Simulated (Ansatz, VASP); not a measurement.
IrOs4: VASP beside Ansatz

```
Os Ir
1.0
     2.71562    0.00000    0.00000
    -1.35781    2.35180    0.00000
     0.00000    0.00000   24.58240
Os Ir
4 1
Cartesian
  0.0000 0.0000 8.0637
  0.0000 1.5679 10.1260
  0.0000 1.5679 14.4564
  0.0000 0.0000 16.5187
  0.0000 0.0000 12.2912
```

Alike in both runs: task single point; functional LDA; k mesh 15 × 15 × 1; occupations fermi-dirac, width 0.1 eV; no spin polarisation.

|  | VASP | Ansatz |
| --- | --- | --- |
| version | VASP 6.6.1 | Ansatz 0.2.0 |
| potentials or method | VASP PAW LDA potentials, release 64 (Os, Ir), cutoff 520 eV | all-electron LAPW, scalar-relativistic |

|  | VASP | Ansatz | Ansatz less VASP |
| --- | --- | --- | --- |
| rms of the force components (eV/Å) | 0.184 | 0.164 | -0.0199 |

LDA's correlation is that of Perdew and Zunger in VASP and of Perdew and Wang (1992) in Ansatz. Ansatz ran all-electron here, and VASP with PAW potentials.

Spin-orbit coupling is off throughout.
